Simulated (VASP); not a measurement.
Write the native input for VASP 6.6.1 that does the following.

| Property | Result |
| --- | --- |
| Task | single point |
| Functional | PBEsol |
| Potentials or basis | VASP PAW PBE potentials, release 64 (Hf_pv, N) |
| Cutoff | 520 eV |
| k mesh | 16 × 16 × 16 |
| Occupations | gaussian, width 0.15 eV |
| Spin | no spin polarisation |
| Dipole correction | no |
| Further INCAR settings | ALGO = Normal; EDIFF = 1e-06; NBANDS = 14 |

The structure of HfN lies in POSCAR:

```
HfN
1.0
    0.0000000000      2.3320809000      2.4548220000
    2.3320809000      0.0000000000      2.4548220000
    2.3320809000      2.3320809000      0.0000000000
Hf N
1 1
Direct
    0.0000000000      0.0000000000      0.0000000000
    0.7500000000      0.7500000000      0.7500000000
```

This cell differs from its parent crystal: strain -0.050 along x and y, +0.000 along z.

The input as run:

INCAR

```
SYSTEM = HfN
PREC = Accurate ; ENCUT = 520
EDIFF = 1E-6 ; ISMEAR = 0
SIGMA = 0.15 ; LREAL = .FALSE.
LASPH = .TRUE. ; NELM = 80
ALGO = Normal ; ISIF = 2
LWAVE = .FALSE. ; LCHARG = .FALSE.
GGA = PS ; NBANDS = 14
```

KPOINTS

```
regular mesh
0
G
  16 16 16
  0 0 0
```

Potentials or basis: VASP PAW PBE potentials, release 64 (Hf_pv, N).

Command:

```console
$ cat potpaw_PBE.64/Hf_pv/POTCAR potpaw_PBE.64/N/POTCAR > POTCAR
$ mpirun -np 1 vasp_std > vasp.out
```

It gave:

```
Pressure : 17.3 GPa
```

Caveat: the cell differs from its parent crystal (strain -0.050 along x and y, +0.000 along z); the PAW data sets were made with another functional, which shifts forces and pressure a little.

Wall time 59 s on 1 thread of Intel(R) Xeon(R) 6975P-C (Granite Rapids), on a shared host, peak memory 0.27 GiB.
